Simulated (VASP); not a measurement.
# ZnO (P6_3mc) in VASP: a series of runs, part 2 of 2

VASP 6.6.1. The steps go on from the part before.

## (5) Single point, r2SCAN

This run uses another cell than the first one, of 11.80 Å³/atom, 0.904 times its volume.

POSCAR reads:

```
ZnO
1.0
    3.2264991346      0.0000000000      0.0000000000
   -1.6132495673      2.7942302158      0.0000000000
    0.0000000000      0.0000000000     10.4726020683
Zn O
4 4
Direct
    0.0000000000      0.0000000000     -0.0006159377
    0.3333333333      0.6666666667      0.2495637823
    0.0000000000      0.0000000000      0.4993840623
    0.6666666667      0.3333333333      0.7495637823
    0.0000000000      0.0000000000      0.1881525681
    0.3333333333      0.6666666667      0.4378995872
    0.0000000000      0.0000000000      0.6881525681
    0.6666666667      0.3333333333      0.9378995872
```

INCAR.step1 reads:

```
SYSTEM = ZnO
PREC = Accurate
ENCUT = 520
ISMEAR = 0
SIGMA = 0.01
LREAL = .False.
LASPH = .True.
NELM = 80
NBANDS = 46
GGA = PE
ALGO = Normal
EDIFF = 1E-4
LWAVE = .True.
LCHARG = .False.
```

INCAR.step2 reads:

```
SYSTEM = ZnO
PREC = Accurate
ENCUT = 520
EDIFF = 1E-6
ISMEAR = 0
SIGMA = 0.01
LREAL = .False.
LASPH = .True.
NELM = 80
ALGO = Normal
ISIF = 2
LWAVE = .False.
LCHARG = .False.
METAGGA = R2SCAN
LMIXTAU = .True.
NBANDS = 46
ISTART = 1
```

KPOINTS reads:

```
Automatic mesh
0
Gamma
  9 9 2
  0 0 0
```

Started as:

```sh
> cat potpaw_PBE.64/Zn/POTCAR potpaw_PBE.64/O/POTCAR > POTCAR
> cp INCAR.step1 INCAR
> mpirun -np 1 vasp_std > vasp.out
> cp INCAR.step2 INCAR
> mpirun -np 1 vasp_std > vasp.out
```

It took 3.5 min on 1 thread of AMD EPYC 9R45 (Zen 5), shared host; peak memory 0.23 GiB.

Results (log left out):

- Free energy: -72.5998 eV
- Pressure: 1.3 GPa
- Largest force: 0.009 eV/Å
- Band gap on the k mesh: 1.18 eV, direct

Forces on the atoms (eV/Å):
```
Zn   0.000  0.000 -0.002
Zn   0.000  0.000 -0.009
Zn   0.000  0.000 -0.002
Zn   0.000  0.000 -0.009
O    0.000  0.000  0.004
O    0.000  0.000  0.007
O    0.000  0.000  0.004
O    0.000  0.000  0.007
```

Levels at points of the mesh, in eV from the valence-band top:
| k point | band 34 | band 35 | band 36 | band 37 | band 38 | band 39 |
| --- | --- | --- | --- | --- | --- | --- |
| (0.00, 0.00, 0.00) | -0.04 | 0.00 | 0.00 | 1.18 | 3.78 | 3.94 |
| (0.00, 0.00, 0.50) | -0.12 | -0.12 | -0.12 | 2.25 | 2.25 | 5.31 |

Caveat: the PAW data sets were made with another functional, which shifts forces and pressure a little.

## (6) Single point, r2SCAN (volume changed by +3%)

POSCAR: that of step 5 with these lines changed.

```diff
@@ -2,5 +2,5 @@
 1.0
-    3.2264991346      0.0000000000      0.0000000000
-   -1.6132495673      2.7942302158      0.0000000000
-    0.0000000000      0.0000000000     10.4726020683
+    3.2584467483      0.0000000000      0.0000000000
+   -1.6292233742      2.8218976609      0.0000000000
+    0.0000000000      0.0000000000     10.5762979415
 Zn O
```

INCAR.step1 reads:

```
  PREC = Accurate
  ENCUT = 520
  ISMEAR = 0
  SIGMA = 0.01
  LREAL = False
  LASPH = True
  NELM = 60
  NBANDS = 46
  GGA = PE
  ALGO = Normal
  EDIFF = 1E-4
  LWAVE = True
  LCHARG = False
```

INCAR.step2 reads:

```
  PREC = Accurate
  ENCUT = 520
  EDIFF = 1E-6
  ISMEAR = 0
  SIGMA = 0.01
  LREAL = False
  LASPH = True
  NELM = 60
  ALGO = Normal
  ISIF = 2
  LWAVE = False
  LCHARG = False
  METAGGA = R2SCAN
  LMIXTAU = True
  NBANDS = 46
  ISTART = 1
```

KPOINTS reads:

```
Automatic mesh
0
Gamma
  9 9 2
```

Potentials or basis: VASP PAW PBE potentials, release 64 (Zn, O).

Started as:

```sh
> cat potpaw_PBE.64/Zn/POTCAR potpaw_PBE.64/O/POTCAR > POTCAR
> cp INCAR.step1 INCAR
> mpirun -np 1 vasp_std > vasp.out
> cp INCAR.step2 INCAR
> mpirun -np 1 vasp_std > vasp.out
```

OUTCAR:

```text
PREC = Accurate
   ENCUT = 520
   EDIFF = 1E-6
   ISMEAR = 0
   LREAL = False
   LASPH = True
   NELM = 60
   ISIF = 2
   METAGGA = R2SCAN
   ISTART = 1

 ion  position               nearest neighbor table
   1  0.000  0.000  0.999-   8 1.99   8 1.99   8 1.99   5 2.00
   2  0.333  0.667  0.250-   5 1.99   5 1.99   5 1.99   6 1.99
   3  0.000  0.000  0.499-   6 1.99   6 1.99   6 1.99   7 2.00
   4  0.667  0.333  0.750-   7 1.99   7 1.99   7 1.99   8 1.99
   5  0.000  0.000  0.188-   2 1.99   2 1.99   2 1.99   1 2.00
   6  0.333  0.667  0.438-   3 1.99   3 1.99   3 1.99   2 1.99
   7  0.000  0.000  0.688-   4 1.99   4 1.99   4 1.99   3 2.00
   8  0.667  0.333  0.938-   1 1.99   1 1.99   1 1.99   4 1.99

  LATTYP: Found a hexagonal cell.
 ALAT       =     3.2584467483
 C/A-ratio  =     3.2458096628

  Lattice vectors:

 A1 = (   3.2584467483,   0.0000000000,   0.0000000000)
 A2 = (  -1.6292233742,   2.8218976609,   0.0000000000)
 A3 = (   0.0000000000,   0.0000000000,  10.5762979415)

Analysis of symmetry for initial positions (statically):
=====================================================================
 Subroutine PRICEL returns:
 Original cell was already a primitive cell.

 Routine SETGRP: Setting up the symmetry group for a
 hexagonal supercell.

 Subroutine GETGRP returns: Found 12 space group operations
 (whereof  6 operations were pure point group operations)
 out of a pool of 24 trial point group operations.

The static configuration has the point symmetry C_3v.
 The point group associated with its full space group is C_6v.

Analysis of symmetry for dynamics (positions and initial velocities):
=====================================================================
 Subroutine PRICEL returns:
 Original cell was already a primitive cell.

 Routine SETGRP: Setting up the symmetry group for a
 hexagonal supercell.

 Subroutine GETGRP returns: Found 12 space group operations
 (whereof  6 operations were pure point group operations)
 out of a pool of 24 trial point group operations.

The dynamic configuration has the point symmetry C_3v.
 The point group associated with its full space group is C_6v.

 Subroutine INISYM returns: Found 12 space group operations
 (whereof  6 operations are pure point group operations),
 and found     1 'primitive' translations

----------------------------------------------------------------------------------------

                                     Primitive cell

  volume of cell :      97.2491

  direct lattice vectors                    reciprocal lattice vectors
     3.258446748  0.000000000  0.000000000     0.306894689  0.177185731  0.000000000
    -1.629223374  2.821897661  0.000000000     0.000000000  0.354371462  0.000000000
     0.000000000  0.000000000 10.576297942     0.000000000  0.000000000  0.094551043

  length of vectors
     3.258446748  3.258446748 10.576297942     0.354371462  0.354371462  0.094551043

  position of ions in fractional coordinates (direct lattice)
     0.000000000  0.000000000  0.999384062
     0.333333333  0.666666667  0.249563782
     0.000000000  0.000000000  0.499384062
     0.666666667  0.333333333  0.749563782
[... 44 lines left out ...]
  0.000000  0.000000  0.000000      1.000000
  0.111111  0.000000  0.000000      6.000000
  0.222222  0.000000  0.000000      6.000000
  0.333333  0.000000  0.000000      6.000000
  0.444444  0.000000  0.000000      6.000000
  0.111111  0.111111  0.000000      6.000000
[... 16 lines left out ...]
  0.333333  0.222222  0.500000     12.000000
  0.333333  0.333333  0.500000      2.000000
   k-points           NKPTS =     24   k-points in BZ     NKDIM =     24   number of bands    NBANDS=     46
   number of dos      NEDOS =    301   number of ions     NIONS =      8
   total plane-waves  NPLWV =  46080
   dimension x,y,z NGX =    24 NGY =   24 NGZ =   80
   dimension x,y,z NGXF=    48 NGYF=   48 NGZF=  160
   ions per type =               4   4
   NGX,Y,Z   is equivalent  to a cutoff of  12.24, 12.24, 12.57 a.u.
   NGXF,Y,Z  is equivalent  to a cutoff of  24.49, 24.49, 25.15 a.u.
 SYSTEM =  unknown system
   PREC   = accura    normal or accurate (medium, high low for compatibility)
   ISTART =      1    job   : 0-new  1-cont  2-samecut
   ICHARG =      0    charge: 1-file 2-atom 10-const
   ISPIN  =      1    spin polarized calculation?
   LNONCOLLINEAR =      F non collinear calculations
   LSORBIT =      F    spin-orbit coupling
   LASPH  =      T    aspherical Exc in radial PAW
   ENCUT  =  520.0 eV  38.22 Ry    6.18 a.u.   6.06  6.06 19.66*2*pi/ulx,y,z
   NELM   =     60;   NELMIN=  2; NELMDL=  0     # of ELM steps
   EDIFF  = 0.1E-05   stopping-criterion for ELM
   LREAL  =      F    real-space projection
   EDIFFG = 0.1E-04   stopping-criterion for IOM
   NSW    =      0    number of steps for IOM
   IBRION =     -1    ionic relax: 0-MD 1-quasi-New 2-CG
   NFREE  =      0    steps in history (QN), initial steepest desc. (CG)
   ISIF   =      2    stress and relaxation
   ISYM   =      2    0-nonsym 1-usesym 2-fastsym
   POTIM  = 0.5000    time-step for ionic-motion
   TEBEG  =    0.0;   TEEND  =   0.0 temperature during run
   PSTRESS=    0.0 pullay stress
   NELECT =      72.0000    total number of electrons
   NUPDOWN=      -1.0000    fix difference up-down
   EMIN   =  10.00;   EMAX   =-10.00  energy-range for DOS
   EFERMI =   0.00;   METHOD = LEGACY
   ISMEAR =     0;   SIGMA  =   0.01  broadening in eV -4-tet -1-fermi 0-gaus
   EFERMI_NEDOS =   21; number of points for ismear=-14 and -15
   IALGO  =     38    algorithm
   IMIX   =      4    mixing-type and parameters
     AMIX     =   0.40;   BMIX     =  1.00
     AMIX_MAG =   1.60;   BMIX_MAG =  1.00
  volume/ion in A,a.u.               =      12.16        82.03
  Fermi-wavevector in a.u.,A,eV,Ry     =   1.481007  2.798698 29.842774  2.193382
  Thomas-Fermi vector in A             =   2.594971
   LORBIT       =      0    0 simple, 1 ext, 2 COOP (PROOUT), +10 PAW based schemes
   METAGGA = R2SCAN    functional components
   LHFCALC =     F    Hartree Fock is set to
   AEXX    =    0.0000 exact exchange contribution
   IVDW    =     0    specifies the selected vdW correction
   LEPSILON=     F    determine dielectric tensor
   LRPA    =     F    only Hartree local field effects (RPA)
 non-spin polarized calculation
 Gauss-broadening in eV      SIGMA  =   0.01
  energy-cutoff  :      520.00
  volume of cell :       97.25
 maximum number of plane-waves:      2682
   NGX = 13   NGY = 13   NGZ = 39

 number of electron      72.0000088 magnetization

 Free energy of the ion-electron system (eV)
  ---------------------------------------------------
  ext. energy  EPLUGINS =         0.00000000
  ---------------------------------------------------
  free energy    TOTEN  =       -72.57898836 eV

  energy without entropy =      -72.57898836  energy(sigma->0) =      -72.57898836

 E-fermi :   0.7052     XC(G=0): -11.5426

 val. band max:        0.6545812228   @ k =   0.0000   0.0000   0.0000
 cond. band min:       1.7862928963   @ k =   0.0000   0.0000   0.0000
 fundamental gap:      1.1317116735
 Fermi energy:         0.7052476977

 k-point     1 :       0.0000    0.0000    0.0000
  band No.  band energies     occupation
      1     -18.2485      2.00000
      2     -17.9497      2.00000
      3     -17.9225      2.00000
      4     -17.6069      2.00000
      5      -5.2506      2.00000
      6      -5.2109      2.00000
[... 1165 lines left out ...]
     45      10.9990      0.00000
     46      10.9990      0.00000

------------------------ aborting loop because EDIFF is reached ----------------------------------------

  FORCE on cell =-STRESS in cart. coord.  units (eV):
  Direction    XX          YY          ZZ          XY          YZ          ZX
  --------------------------------------------------------------------------------------
  -------------------------------------------------------------------------------------
  Total       -1.9820801     -1.9820801     -2.0228667      0.0000000      0.0000000      0.0000000
  in kB      -32.6547393    -32.6547393    -33.3266979      0.0000000      0.0000000      0.0000000
  external PRESSURE =     -32.8787255 kB  Pullay stress =       0.0000000 kB

 VOLUME and BASIS-vectors are now :
 -----------------------------------------------------------------------------
  energy-cutoff  :      520.00
  volume of cell :       97.25
      direct lattice vectors                 reciprocal lattice vectors
     3.258446748  0.000000000  0.000000000     0.306894689  0.177185731  0.000000000
    -1.629223374  2.821897661  0.000000000     0.000000000  0.354371462  0.000000000
     0.000000000  0.000000000 10.576297942     0.000000000  0.000000000  0.094551043

 POSITION                                       TOTAL-FORCE (eV/Angst)
 -----------------------------------------------------------------------------------
      0.00000      0.00000     10.56978         0.000000     -0.000000     -0.007705
     -0.00000      1.88127      2.63946         0.000000     -0.000000     -0.004919
      0.00000      0.00000      5.28163        -0.000000      0.000000     -0.007705
      1.62922      0.94063      7.92761        -0.000000      0.000000     -0.004919
      0.00000      0.00000      1.98996         0.000000      0.000000      0.007300
     -0.00000      1.88127      4.63136         0.000000     -0.000000      0.005325
      0.00000      0.00000      7.27811         0.000000      0.000000      0.007300
      1.62922      0.94063      9.91951         0.000000      0.000000      0.005325
 -----------------------------------------------------------------------------------
    total drift:                                0.000000      0.000000     -0.051103

  FREE ENERGIE OF THE ION-ELECTRON SYSTEM (eV)
  ---------------------------------------------------
  free  energy   TOTEN  =       -72.5789883648 eV

  energy  without entropy=      -72.5789883648  energy(sigma->0) =      -72.57898836
```

Run time: 4.7 min. Hardware: 1 thread of AMD EPYC 9R45 (Zen 5), shared host; peak memory 0.23 GiB.

What came out:

```
Free energy            : -72.5790 eV
Pressure               : -3.3 GPa
Largest force          : 0.008 eV/Å
Band gap on the k mesh : 1.13 eV, direct
```

Forces in eV/Å, atoms in the order of the input:
```
Zn   0.000  0.000 -0.008
Zn   0.000  0.000 -0.005
Zn   0.000  0.000 -0.008
Zn   0.000  0.000 -0.005
O    0.000  0.000  0.007
O    0.000  0.000  0.005
O    0.000  0.000  0.007
O    0.000  0.000  0.005
```

Caveat: the cell differs from its parent crystal (volume changed by +3%); the PAW data sets were made with another functional, which shifts forces and pressure a little.

## (7) Overview

| level | cell | gap on the mesh (eV) | pressure (GPa) | largest force (eV/Å) |
| --- | --- | --- | --- | --- |
| PBE | a = 3.336, b = 3.336, c = 10.839 Å, angles 90.0, 90.0, 120.0°, 8 atoms | 0.59 | -5.9 | 0.01 |
| r2SCAN | a = 3.161, b = 3.161, c = 10.259 Å, angles 90.0, 90.0, 120.0°, 8 atoms | 1.27 | 11.9 | 0.02 |
| r2SCAN | a = 3.194, b = 3.194, c = 10.367 Å, angles 90.0, 90.0, 120.0°, 8 atoms | 1.22 | 6.1 | 0.01 |
| r2SCAN | a = 3.226, b = 3.226, c = 10.473 Å, angles 90.0, 90.0, 120.0°, 8 atoms | 1.18 | 1.3 | 0.01 |
| r2SCAN | a = 3.258, b = 3.258, c = 10.576 Å, angles 90.0, 90.0, 120.0°, 8 atoms | 1.13 | -3.3 | 0.01 |

Alike in all rows: task single point; potentials or basis VASP PAW PBE potentials, release 64 (Zn, O); no spin polarisation; k mesh 9 × 9 × 2; cutoff (eV) 520; smearing gaussian 0.01 eV.

Caveats: the PAW data sets were made with another functional, which shifts forces and pressure a little (some runs).

Total energies depend on the potentials used, so only differences within one code and one set of settings carry meaning.
